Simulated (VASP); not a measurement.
# Sb (P6_3/mmc) in VASP: further runs, part 2 of 2

VASP 6.6.1.

## (3) Single point, LDA

This run uses another cell than the first one, of 28.25 Å³/atom.

INCAR

```
SYSTEM = Sb
PREC = Accurate
ENCUT = 520
EDIFF = 1E-7
ISMEAR = -1
SIGMA = 0.05
LREAL = .FALSE.
LASPH = .TRUE.
NELM = 60
ALGO = Normal
ISIF = 2
LWAVE = .FALSE.
LCHARG = .FALSE.
GGA = CA
NBANDS = 12
```

KPOINTS

```
regular mesh
0
G
  9 9 5
  0 0 0
```

POSCAR

```
Sb
1.0
    3.4203242672      0.0000000000      0.0000000000
   -1.7101621336      2.9620877046      0.0000000000
    0.0000000000      0.0000000000      5.5774459394
Sb
2
Direct
    0.6666666667      0.3333333333      0.7500000000
    0.3333333333      0.6666666667      0.2500000000
```

Potentials or basis: VASP PAW LDA potentials, release 64 (Sb).

Command:

```console
> cat potpaw_LDA.64/Sb/POTCAR > POTCAR
> mpirun -np 1 vasp_std > vasp.out
```

OUTCAR:

```text
SYSTEM = Sb
   PREC = Accurate
   ENCUT = 520
   EDIFF = 1E-7
   ISMEAR = -1
   LREAL = .FALSE.
   LASPH = .TRUE.
   NELM = 60
   ISIF = 2
   GGA = CA

 ion  position               nearest neighbor table
   1  0.667  0.333  0.750-   2 3.42   2 3.42   2 3.42   2 3.42   2 3.42   2 3.42
   2  0.333  0.667  0.250-   1 3.42   1 3.42   1 3.42   1 3.42   1 3.42   1 3.42

  LATTYP: Found a hexagonal cell.
 ALAT       =     3.4203242672
 C/A-ratio  =     1.6306775334

  Lattice vectors:

[... 548 lines left out ...]

------------------------ aborting loop because EDIFF is reached ----------------------------------------

  FORCE on cell =-STRESS in cart. coord.  units (eV):
  Direction    XX          YY          ZZ          XY          YZ          ZX
  --------------------------------------------------------------------------------------
  -------------------------------------------------------------------------------------
  Total       -1.9597335     -1.9597335     -2.0811593      0.0000000      0.0000000      0.0000000
  in kB      -55.5657325    -55.5657325    -59.0086030      0.0000000      0.0000000      0.0000000
  external PRESSURE =     -56.7133560 kB  Pullay stress =       0.0000000 kB

 VOLUME and BASIS-vectors are now :
 -----------------------------------------------------------------------------
  energy-cutoff  :      520.00
  volume of cell :       56.51
      direct lattice vectors                 reciprocal lattice vectors
     3.420324267  0.000000000  0.000000000     0.292369940  0.168799863  0.000000000
    -1.710162134  2.962087705  0.000000000     0.000000000  0.337599727  0.000000000
     0.000000000  0.000000000  5.577445939     0.000000000  0.000000000  0.179293535

 POSITION                                       TOTAL-FORCE (eV/Angst)
 -----------------------------------------------------------------------------------
      1.71016      0.98736      4.18308         0.000000      0.000000      0.000000
     -0.00000      1.97473      1.39436        -0.000000     -0.000000      0.000000
 -----------------------------------------------------------------------------------
    total drift:                               -0.000000      0.000000      0.000000

  FREE ENERGIE OF THE ION-ELECTRON SYSTEM (eV)
  ---------------------------------------------------
  free  energy   TOTEN  =        -9.0595358788 eV

  energy  without entropy=       -9.0480954626  energy(sigma->0) =       -9.05381567
```

OSZICAR:

```text
N       E                     dE             d eps       ncg     rms          rms(c)
DAV:   1     0.352328563045E+02    0.35233E+02   -0.34700E+03   864   0.657E+02
DAV:   2    -0.725897017279E+01   -0.42492E+02   -0.41357E+02  1228   0.106E+02
DAV:   3    -0.906312445039E+01   -0.18042E+01   -0.17948E+01  1104   0.256E+01
DAV:   4    -0.907695825925E+01   -0.13834E-01   -0.13832E-01   980   0.277E+00
DAV:   5    -0.907711704713E+01   -0.15879E-03   -0.15879E-03  1044   0.317E-01    0.232E+00
DAV:   6    -0.906535509086E+01    0.11762E-01   -0.59609E-03   960   0.341E-01    0.130E+00
DAV:   7    -0.905955944090E+01    0.57956E-02   -0.10147E-02   904   0.446E-01    0.364E-02
DAV:   8    -0.905953628706E+01    0.23154E-04   -0.11772E-04  1040   0.768E-02    0.148E-02
DAV:   9    -0.905953676732E+01   -0.48026E-06   -0.18220E-06   964   0.106E-02    0.356E-03
DAV:  10    -0.905953589107E+01    0.87625E-06   -0.80483E-07   964   0.430E-03    0.349E-03
DAV:  11    -0.905953587877E+01    0.12297E-07   -0.15291E-08   680   0.860E-04
   1 F= -.90595359E+01 E0= -.90538157E+01  d E =-.114404E-01
```

stdout:

```text
POSCAR found type information on POSCAR Sb
 POSCAR found :  1 types and       2 ions
 scaLAPACK will be used
 LDA part: xc-table for (Slater(with rela. corr.)+CA(PZ))
 , standard interpolation
 POSCAR, INCAR and KPOINTS ok, starting setup
 FFT: planning ... GRIDC
 FFT: planning ... GRID_SOFT
 FFT: planning ... GRID
 WAVECAR not read
 entering main loop
```

Wall time 30 s (1 thread of Intel Xeon 8259CL, shared host); peak memory 0.16 GiB.

What came out:

```
Free energy            : -9.0595 eV
Pressure               : -5.7 GPa
Band gap on the k mesh : zero (bands 5 and 6 overlap by 6.32 eV)
```

Caveat: the cell stands under tension; spin-orbit coupling is left out, which moves the levels of the heavy elements.

## (4) Single point, r2SCAN

This run uses another cell than the first one, of 25.05 Å³/atom.

POSCAR

```
Sb
1.0
    3.2860533585      0.0000000000      0.0000000000
   -1.6430266792      2.8458056866      0.0000000000
    0.0000000000      0.0000000000      5.3584933852
Sb
2
Direct
    0.6666666667      0.3333333333      0.7500000000
    0.3333333333      0.6666666667      0.2500000000
```

INCAR.step1

```
SYSTEM = Sb
PREC = Accurate
ENCUT = 520
ISMEAR = -1
SIGMA = 0.05
LREAL = .False.
LASPH = .True.
NELM = 80
NBANDS = 12
GGA = PE
ALGO = Normal
EDIFF = 1E-4
LWAVE = .True.
LCHARG = .False.
```

INCAR.step2

```
SYSTEM = Sb
PREC = Accurate
ENCUT = 520
EDIFF = 1E-6
ISMEAR = -1
SIGMA = 0.05
LREAL = .False.
LASPH = .True.
NELM = 80
ALGO = Normal
ISIF = 2
LWAVE = .False.
LCHARG = .False.
METAGGA = R2SCAN
LMIXTAU = .True.
NBANDS = 12
ISTART = 1
```

KPOINTS

```
regular mesh
0
Gamma
  9 9 5
  0 0 0
```

Potentials or basis: VASP PAW PBE potentials, release 64 (Sb).

Command:

```console
> cat potpaw_PBE.64/Sb/POTCAR > POTCAR
> cp INCAR.step1 INCAR
> mpirun -np 1 vasp_std > vasp.out
> cp INCAR.step2 INCAR
> mpirun -np 1 vasp_std > vasp.out
```

OUTCAR:

```text
SYSTEM = Sb
   PREC = Accurate
   ENCUT = 520
   EDIFF = 1E-6
   ISMEAR = -1
   LREAL = .False.
   LASPH = .True.
   NELM = 80
   ISIF = 2
   METAGGA = R2SCAN
   ISTART = 1

 ion  position               nearest neighbor table
   1  0.667  0.333  0.750-   2 3.28   2 3.28   2 3.28   2 3.28   2 3.28   2 3.28
   2  0.333  0.667  0.250-   1 3.28   1 3.28   1 3.28   1 3.28   1 3.28   1 3.28

  LATTYP: Found a hexagonal cell.
 ALAT       =     3.2860533585
 C/A-ratio  =     1.6306775334

  Lattice vectors:
[... 548 lines left out ...]

------------------------ aborting loop because EDIFF is reached ----------------------------------------

  FORCE on cell =-STRESS in cart. coord.  units (eV):
  Direction    XX          YY          ZZ          XY          YZ          ZX
  --------------------------------------------------------------------------------------
  -------------------------------------------------------------------------------------
  Total        1.6200553      1.6200553      1.6488651      0.0000000      0.0000000      0.0000000
  in kB       51.7985809     51.7985809     52.7197278      0.0000000      0.0000000      0.0000000
  external PRESSURE =      52.1056299 kB  Pullay stress =       0.0000000 kB

 VOLUME and BASIS-vectors are now :
 -----------------------------------------------------------------------------
  energy-cutoff  :      520.00
  volume of cell :       50.11
      direct lattice vectors                 reciprocal lattice vectors
     3.286053358  0.000000000  0.000000000     0.304316422  0.175697168  0.000000000
    -1.643026679  2.845805687  0.000000000     0.000000000  0.351394336  0.000000000
     0.000000000  0.000000000  5.358493385     0.000000000  0.000000000  0.186619620

 POSITION                                       TOTAL-FORCE (eV/Angst)
 -----------------------------------------------------------------------------------
      1.64303      0.94860      4.01887        -0.000000      0.000000      0.000000
     -0.00000      1.89720      1.33962         0.000000     -0.000000      0.000000
 -----------------------------------------------------------------------------------
    total drift:                               -0.000000      0.000000      0.000000

  FREE ENERGIE OF THE ION-ELECTRON SYSTEM (eV)
  ---------------------------------------------------
  free  energy   TOTEN  =       -50.5137041379 eV

  energy  without entropy=      -50.5057327617  energy(sigma->0) =      -50.50971845
```

OSZICAR.step1:

```text
N       E                     dE             d eps       ncg     rms          rms(c)
DAV:   1     0.348169373916E+02    0.34817E+02   -0.36276E+03   864   0.667E+02
DAV:   2    -0.594516690382E+01   -0.40762E+02   -0.39551E+02  1164   0.111E+02
DAV:   3    -0.765442970792E+01   -0.17093E+01   -0.16963E+01  1080   0.252E+01
DAV:   4    -0.766741998409E+01   -0.12990E-01   -0.12989E-01  1016   0.266E+00
DAV:   5    -0.766755758954E+01   -0.13761E-03   -0.13761E-03  1052   0.297E-01    0.277E+00
DAV:   6    -0.766133933405E+01    0.62183E-02   -0.27521E-03   988   0.278E-01    0.159E+00
DAV:   7    -0.765788817106E+01    0.34512E-02   -0.56901E-03   940   0.400E-01    0.439E-02
DAV:   8    -0.765790574728E+01   -0.17576E-04   -0.10156E-04   764   0.736E-02
   1 F= -.76579057E+01 E0= -.76533930E+01  d E =-.902550E-02
```

Wall time 96 s (1 thread of Intel Xeon 8259CL, shared host); peak memory 0.17 GiB.

What came out:

| Property | Result |
| --- | --- |
| Free energy | -50.5137 eV |
| Pressure | 5.2 GPa |
| Band gap on the k mesh | zero (bands 5 and 6 overlap by 7.93 eV) |

Caveat: the cell stands under pressure; the PAW data sets were made with another functional, which shifts forces and pressure a little; spin-orbit coupling is left out, which moves the levels of the heavy elements.

## (5) Overview

```csv
level,potentials or basis,cell,gap on the mesh (eV),pressure (GPa)
LDA,"VASP PAW LDA potentials, release 64 (Sb)","a = 3.399, b = 3.399, c = 5.542 Å, angles 90.0, 90.0, 120.0°, 2 atoms",none,-4.8
LDA,"VASP PAW LDA potentials, release 64 (Sb)","a = 3.420, b = 3.420, c = 5.577 Å, angles 90.0, 90.0, 120.0°, 2 atoms",none,-5.7
r2SCAN,"VASP PAW PBE potentials, release 64 (Sb)","a = 3.286, b = 3.286, c = 5.358 Å, angles 90.0, 90.0, 120.0°, 2 atoms",none,5.2
```

Alike in all rows: task single point; no spin polarisation; k mesh 9 × 9 × 5; cutoff (eV) 520; smearing fermi-dirac 0.05 eV.

Caveats: spin-orbit coupling is left out, which moves the levels of the heavy elements; the cell stands under tension (at least some runs); the cell stands under pressure (at least some runs); the PAW data sets were made with another functional, which shifts forces and pressure a little (at least some runs).

Absolute energies hang on the potentials; compare differences alone.
